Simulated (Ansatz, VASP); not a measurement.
## ZnInCl4 in VASP and in Ansatz

```
Zn In Cl
1.0
     4.61072    0.00000    0.00000
     0.00000    4.61072    0.00000
     0.00000    0.00000    6.67692
Zn In Cl
1 1 4
Direct
  0.50000 0.50000 0.50000
  0.00000 0.00000 0.00000
  0.50000 0.00000 0.26685
  0.00000 0.50000 0.73315
  0.50000 0.00000 0.73315
  0.00000 0.50000 0.26685
```

Alike in both runs: functional PBE; k mesh 8 × 8 × 6; occupations gaussian, width 0.1 eV; no spin polarisation.

Ansatz relaxed the structure, and its values are those at the end. VASP's run is a single point on that final structure, the one shown.

```csv
,VASP,Ansatz
version,VASP 6.6.1,Ansatz 0.2.0
potentials or method,"VASP PAW PBE potentials, release 64 (Zn, In_d, Cl), cutoff 520 eV","scalar-relativistic, plane waves, PAW"
valence electrons in the cell,53,53
```

|  | VASP | Ansatz | Ansatz less VASP |
| --- | --- | --- | --- |
| gap on the k mesh at the Fermi level (eV) | none | none | - |
| pressure (GPa) | 0.0 | 0.0 | +0.04 |

A gap of «none» marks a metal or a gap that the smearing closes.
